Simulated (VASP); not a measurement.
**Si4C: single point with PBE**

Crystal: Si4C.

```
Si C
1.0
     3.19478    0.00000    0.00000
    -1.59739    2.76676    0.00000
     0.00000    0.00000   16.11332
Si C
8 2
Direct
  0.33333 0.66667 0.00000
  0.33333 0.66667 0.14626
  0.33333 0.66667 0.39500
  0.33333 0.66667 0.60500
  0.33333 0.66667 0.85374
  0.66667 0.33333 0.30191
  0.66667 0.33333 0.50000
  0.66667 0.33333 0.69809
  0.66667 0.33333 0.18319
  0.66667 0.33333 0.81681
```

```
Program             : VASP 6.6.1
Task                : single point
Functional          : PBE
Potentials or basis : VASP PAW PBE potentials, release 64 (Si, C)
Cutoff              : 520 eV
k mesh              : 12 × 12 × 4
Occupations         : gaussian, width 0.1 eV
Spin                : no spin polarisation
```

- Pressure: -0.1 GPa
- Largest force: 0.007 eV/Å
- Band gap on the k mesh: zero (bands 20 and 21 overlap by 4.51 eV)

Forces on the atoms (eV/Å):
```
Si   0.000  0.000  0.000
Si   0.000  0.000 -0.005
Si   0.000  0.000 -0.004
Si   0.000  0.000  0.004
Si   0.000  0.000  0.005
Si   0.000  0.000  0.007
Si   0.000  0.000  0.000
Si   0.000  0.000 -0.007
C    0.000  0.000  0.003
C    0.000  0.000 -0.003
```

Stress tensor (GPa, compression positive):
```
-0.04  0.00  0.00
 0.00 -0.04  0.00
 0.00  0.00 -0.12
```

Levels at points of the mesh, in eV from the Fermi level:
| k point | band 17 | band 18 | band 19 | band 20 | band 21 | band 22 | band 23 | band 24 |
| --- | --- | --- | --- | --- | --- | --- | --- | --- |
| (0.00, 0.00, 0.00) | 1.72 | 2.19 | 2.53 | 2.53 | 2.54 | 3.12 | 3.52 | 3.85 |
| (0.50, 0.00, 0.00) | -3.01 | -2.45 | -1.20 | -0.95 | -0.33 | 0.61 | 1.13 | 1.24 |
| (0.00, 0.00, 0.50) | 1.72 | 1.72 | 2.52 | 2.52 | 2.98 | 3.11 | 3.64 | 3.88 |
| (0.50, 0.00, 0.50) | -3.08 | -2.32 | -1.20 | -1.19 | -0.33 | 0.68 | 1.39 | 1.46 |

It took 3.2 min on 1 thread of Intel(R) Xeon(R) Platinum 8488C (Sapphire Rapids), with other jobs on the host, peak memory 0.36 GiB.
